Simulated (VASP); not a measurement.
# Si3Ni7 in VASP: further runs

Runs on Si3Ni7. Level: PBE. Tasks: single point.

All numbers are computed with VASP 6.6.1; they aren't measurements. Logs are shortened: lines on timing, memory, paths and dates and some standing lists are left out, and cuts for length are marked.

### 1 The cell of the first run

The cell holds a disordered packing, 20 atoms: a = 6.320 Å, b = 6.282 Å, c = 6.318 Å, α = 88.06°, β = 91.77°, γ = 89.07°.

### 2 Single point, PBE

Contents of INCAR:

```
SYSTEM = Si3Ni7
PREC     = Accurate       ! precision mode
ENCUT    = 400            ! plane-wave cutoff, eV
EDIFF    = 1E-6           ! SCF threshold, eV
ISMEAR   = -1             ! smearing method
SIGMA    = 0.0862         ! smearing width, eV
LREAL    = Auto         
LASPH    = .True.         ! aspherical terms in the spheres
NELM     = 120            ! most SCF steps
ALGO     = Normal         ! electronic algorithm
ISIF     = 2              ! what is computed and relaxed
LWAVE    = .False.        ! write WAVECAR
LCHARG   = .False.        ! write CHGCAR
GGA      = PE             ! functional
NBANDS   = 98             ! bands
ISYM     = -1           
GGA_COMPAT= .False.
```

Contents of KPOINTS:

```
explicit points
1
Reciprocal
  0.25000000   0.25000000   0.25000000 1
```

Contents of POSCAR:

```
Si3Ni7
1.0
    6.3191000000      0.0520890000     -0.0979460000
    0.0520890000      6.2804780000      0.1071670000
   -0.0979460000      0.1071670000      6.3162060000
Ni Si
14 6
Direct
    0.2463223911      0.2080056059      0.7081721141
    0.4250305127      0.6560278069      0.2973898424
    0.5847419975      0.3894624729      0.6878878895
    0.3676428801      0.1571648446      0.3137206520
    0.1413876540      0.4713099913      0.4275497787
    0.1849389842      0.3971360443      0.0627014311
    0.8176047173      0.6893116117      0.5549131321
    0.9498745281      0.7440700566      0.1586996458
    0.6673362453      0.9730256613      0.1706389365
    0.8698535791      0.0989276937      0.5914973157
    0.1507406168      0.8689112322      0.4603020912
    0.2795326936      0.9404750193     -0.0166678821
    0.2895383782      0.6278014868      0.7218622262
    0.7773575269      0.3970516612      0.2658094472
    0.5137436790      0.9042818620      0.6051887738
    0.9824437014      0.4130261518      0.7468514575
    1.0025325678      0.1124211480      0.2586573677
    0.6266626571      0.6483988499      0.9702432348
    0.5190326710      0.2547832634      0.9717676745
    0.9292990130      0.8739815532      0.8523596507
```

Potentials or basis: VASP PAW PBE potentials, release 64 (Ni, Si).

Launch:

```bash
$ cat potpaw_PBE.64/Ni/POTCAR potpaw_PBE.64/Si/POTCAR > POTCAR
$ mpirun -np 1 vasp_std > vasp.out
```

OUTCAR:

```text
SYSTEM = Si3Ni7
   PREC = Accurate
   ENCUT = 400
   EDIFF = 1E-6
   ISMEAR = -1
   LREAL = Auto
   LASPH = .True.
   NELM = 120
   ISIF = 2
   GGA = PE
   ISYM = -1

 ion  position               nearest neighbor table
   1  0.246  0.208  0.708-  16 2.12  12 2.38  19 2.39   3 2.44   5 2.45  10 2.58   6 2.61  15 2.64
                             4 2.66  13 2.66  11 2.75  20 3.06
   2  0.425  0.656  0.297-   5 2.31  11 2.45  18 2.46  15 2.59   9 2.65   6 2.69  12 2.75  14 2.75
                            13 2.84   7 2.94   3 3.07
   3  0.585  0.389  0.688-  19 2.01  13 2.39   1 2.44  18 2.47  16 2.54   7 2.55  10 2.64  14 2.96
                             2 3.07
   4  0.368  0.157  0.314-  17 2.35   6 2.41   9 2.42  19 2.45  11 2.46  15 2.53   5 2.55  12 2.58
                             1 2.66  14 3.04
   5  0.141  0.471  0.428-  16 2.30   2 2.31  13 2.31   6 2.39   1 2.45  11 2.51  14 2.55   4 2.55
                             7 2.61   8 2.63  17 2.68
   6  0.185  0.397  0.063-  16 2.34  19 2.37   5 2.39   4 2.41  17 2.46   1 2.61  13 2.66   2 2.69
                             8 2.71  14 2.91  12 2.98
   7  0.818  0.689  0.555-  16 2.30  20 2.34  15 2.37  11 2.48   3 2.55   5 2.61  10 2.62  14 2.64
                             8 2.68  18 2.93   2 2.94   9 3.08
   8  0.950  0.744  0.159-  20 2.07   9 2.28  11 2.42  18 2.43  17 2.44  14 2.53   5 2.63   7 2.68
                            12 2.69   6 2.71
   9  0.667  0.973  0.171-   8 2.28  19 2.30  17 2.36   4 2.42  18 2.45   2 2.65  12 2.70  20 2.73
[... 9 lines left out ...]
  14  0.777  0.397  0.266-  17 2.27   8 2.53   5 2.55  18 2.56  19 2.62   7 2.64   2 2.75  10 2.78
                             9 2.84   6 2.91   3 2.96   4 3.04
  15  0.514  0.904  0.605-   7 2.37  13 2.37  11 2.46   4 2.53  10 2.58   2 2.59   1 2.64  18 2.83
                            12 2.86   9 2.96  20 3.01
  16  0.982  0.413  0.747-   1 2.12   7 2.30   5 2.30   6 2.34  10 2.34  13 2.39   3 2.54  20 3.01
                            18 3.08
  17  0.003  0.112  0.259-  11 2.14  14 2.27  10 2.29   4 2.35   9 2.36   8 2.44   6 2.46   5 2.68
                            12 2.74  20 3.04
  18  0.627  0.648  0.970-   8 2.43   9 2.45   2 2.46   3 2.47  20 2.52  14 2.56  19 2.57  13 2.61
                            15 2.83  12 2.84   7 2.93  16 3.08
  19  0.519  0.255  0.972-   3 2.01   9 2.30   6 2.37   1 2.39   4 2.45  12 2.51  18 2.57  14 2.62
                            13 3.10
  20  0.929  0.874  0.852-   8 2.07  10 2.15   7 2.34  12 2.39  18 2.52   9 2.73  11 2.88  13 2.89
                            16 3.01  15 3.01  17 3.04   1 3.06

IMPORTANT INFORMATION: All symmetrisations will be switched off!
NOSYMM: (Re-)initialisation of all symmetry stuff for point group C_1.

----------------------------------------------------------------------------------------

                                     Primitive cell

  volume of cell :     250.5200

  direct lattice vectors                    reciprocal lattice vectors
[... 94 lines left out ...]
   EMIN   =  10.00;   EMAX   =-10.00  energy-range for DOS
   EFERMI =   0.00;   METHOD = LEGACY
   ISMEAR =    -1;   SIGMA  =   0.09  broadening in eV -4-tet -1-fermi 0-gaus
   EFERMI_NEDOS =   21; number of points for ismear=-14 and -15
   IALGO  =     38    algorithm
   IMIX   =      4    mixing-type and parameters
     AMIX     =   0.40;   BMIX     =  1.00
     AMIX_MAG =   1.60;   BMIX_MAG =  1.00
  volume/ion in A,a.u.               =      12.53        84.53
  Fermi-wavevector in a.u.,A,eV,Ry     =   1.421484  2.686215 27.492160  2.020617
  Thomas-Fermi vector in A             =   2.542289
   LORBIT       =      0    0 simple, 1 ext, 2 COOP (PROOUT), +10 PAW based schemes
   GGA     = PE    functional components
   LHFCALC =     F    Hartree Fock is set to
   AEXX    =    0.0000 exact exchange contribution
   IVDW    =     0    specifies the selected vdW correction
   LEPSILON=     F    determine dielectric tensor
   LRPA    =     F    only Hartree local field effects (RPA)
 non-spin polarized calculation
  energy-cutoff  :      400.00
  volume of cell :      250.52
 maximum number of plane-waves:      4547
 NGX is ok and might be reduce to    42
   NGX = 21   NGY = 21   NGZ = 21

 number of electron     163.9999979 magnetization

 Free energy of the ion-electron system (eV)
  ---------------------------------------------------
  ext. energy  EPLUGINS =         0.00000000
  ---------------------------------------------------
  free energy    TOTEN  =      -112.02591199 eV

  energy without entropy =     -111.64189251  energy(sigma->0) =     -111.83390225

 E-fermi :   8.7723     XC(G=0): -12.1566

 val. band max:        8.6679804241   @ k =   0.2500   0.2500   0.2500
 cond. band min:       8.8540821571   @ k =   0.2500   0.2500   0.2500
 fundamental gap:      0.1861017330
 Fermi energy:         8.7722956802

 k-point     1 :       0.2500    0.2500    0.2500
  band No.  band energies     occupation
      1      -2.2638      2.00000
      2      -0.9892      2.00000
      3      -0.4389      2.00000
      4      -0.1295      2.00000
      5       0.8483      2.00000
      6       1.3425      2.00000
[... 86 lines left out ...]
     93      11.4773      0.00000
     94      11.5963      0.00000
 [bands above 94 left out]

------------------------ aborting loop because EDIFF is reached ----------------------------------------

  FORCE on cell =-STRESS in cart. coord.  units (eV):
  Direction    XX          YY          ZZ          XY          YZ          ZX
  --------------------------------------------------------------------------------------
  -------------------------------------------------------------------------------------
  Total       -9.2221826     -8.3857741     -5.5795610     -4.3714486     -9.4439691     -1.1827275
  in kB      -58.9796069    -53.6304347    -35.6835606    -27.9571912    -60.3980216     -7.5640234
  external PRESSURE =     -49.4312008 kB  Pullay stress =       0.0000000 kB

 VOLUME and BASIS-vectors are now :
 -----------------------------------------------------------------------------
  energy-cutoff  :      400.00
  volume of cell :      250.52
      direct lattice vectors                 reciprocal lattice vectors
     6.319100000  0.052089000 -0.097946000     0.158299960 -0.001355187  0.002477766
     0.052089000  6.280478000  0.107167000    -0.001355187  0.159281262 -0.002723538
    -0.097946000  0.107167000  6.316206000     0.002477766 -0.002723538  0.158407525

 POSITION                                       TOTAL-FORCE (eV/Angst)
 -----------------------------------------------------------------------------------
      1.49801      1.39510      4.47113         1.155932     -0.964723     -0.540348
      2.69085      4.17418      1.90705         1.024711      0.227027      0.052527
      3.64795      2.55019      4.32931         1.603326      0.888099     -2.584600
      2.30063      1.03984      1.96236         0.684267      0.211133      0.846755
      0.87612      3.01324      2.73715        -1.093601     -0.719744     -0.680186
      1.18319      2.51056      0.42048        -0.510782      0.112572     -0.795359
[... 12 lines left out ...]
      3.19791      1.73134      6.11435        -0.529732     -1.477200      3.033429
      5.83437      5.62877      5.38632         1.074871      0.479410     -1.520083
 -----------------------------------------------------------------------------------
    total drift:                               -0.006811      0.001604     -0.001480

  FREE ENERGIE OF THE ION-ELECTRON SYSTEM (eV)
  ---------------------------------------------------
  free  energy   TOTEN  =      -112.0259119950 eV

  energy  without entropy=     -111.6418925124  energy(sigma->0) =     -111.83390225
```

OSZICAR:

```text
N       E                     dE             d eps       ncg     rms          rms(c)
DAV:   1     0.118260771369E+04    0.11826E+04   -0.58802E+04   196   0.176E+03
DAV:   2     0.845639672970E+01   -0.11742E+04   -0.11379E+04   196   0.412E+02
DAV:   3    -0.122062901804E+03   -0.13052E+03   -0.11805E+03   198   0.164E+02
[... 18 lines left out ...]
DAV:  22    -0.112025945030E+03   -0.20552E-04   -0.33919E-04   240   0.263E-01    0.873E-02
DAV:  23    -0.112025912467E+03    0.32563E-04   -0.14294E-04   216   0.197E-01    0.351E-02
DAV:  24    -0.112025918611E+03   -0.61442E-05   -0.38125E-05   256   0.892E-02    0.398E-02
DAV:  25    -0.112025912403E+03    0.62081E-05   -0.23152E-05   216   0.765E-02    0.241E-02
DAV:  26    -0.112025911995E+03    0.40776E-06   -0.84987E-06   208   0.489E-02
   1 F= -.11202591E+03 E0= -.11183390E+03  d E =-.384019E+00
```

stdout:

```text
POSCAR found type information on POSCAR NiSi
 POSCAR found :  2 types and      20 ions
 scaLAPACK will be used
 LDA part: xc-table for (Slater+PW92), standard interpolation
 POSCAR, INCAR and KPOINTS ok, starting setup
 FFT: planning ... GRIDC
 FFT: planning ... GRID_SOFT
 FFT: planning ... GRID
 WAVECAR not read
 entering main loop
```

It took 2.6 min on 1 thread of AMD EPYC 7R43 (Zen 3), shared host; peak memory 0.21 GiB.

Results:

```
Free energy   : -112.0259 eV
Pressure      : -4.9 GPa
Largest force : 3.415 eV/Å
```

Forces in eV/Å, atoms in the order of the input:
```
Ni   1.156 -0.965 -0.540
Ni   1.025  0.227  0.053
Ni   1.603  0.888 -2.585
Ni   0.684  0.211  0.847
Ni  -1.094 -0.720 -0.680
Ni  -0.511  0.113 -0.795
Ni  -0.456  0.208 -0.192
Ni   0.861 -1.795  0.973
Ni  -0.437  0.515  0.065
Ni  -1.461  0.909 -0.270
Ni   0.897 -0.087  0.641
Ni   0.289 -0.588  0.549
Ni   0.733  0.414  1.605
Ni  -0.978 -0.245 -0.197
Si  -0.300  0.425 -0.704
Si  -1.737  0.251  0.449
Si   0.140  1.091 -1.228
Si  -0.959  0.147  0.497
Si  -0.530 -1.477  3.033
Si   1.075  0.479 -1.520
```

Levels at points of the mesh, in eV from the Fermi level:
```
           k point  band 80  band 81  band 82  band 83  band 84  band 85
(0.25, 0.25, 0.25)    -0.24    -0.21    -0.10     0.08     0.21     0.29
```

Caveat: the atoms stand as in a frame of molecular dynamics. Spin polarisation is off, so any magnetic state and its effect on volume and gap are missing.

[end of part 1 of 2]
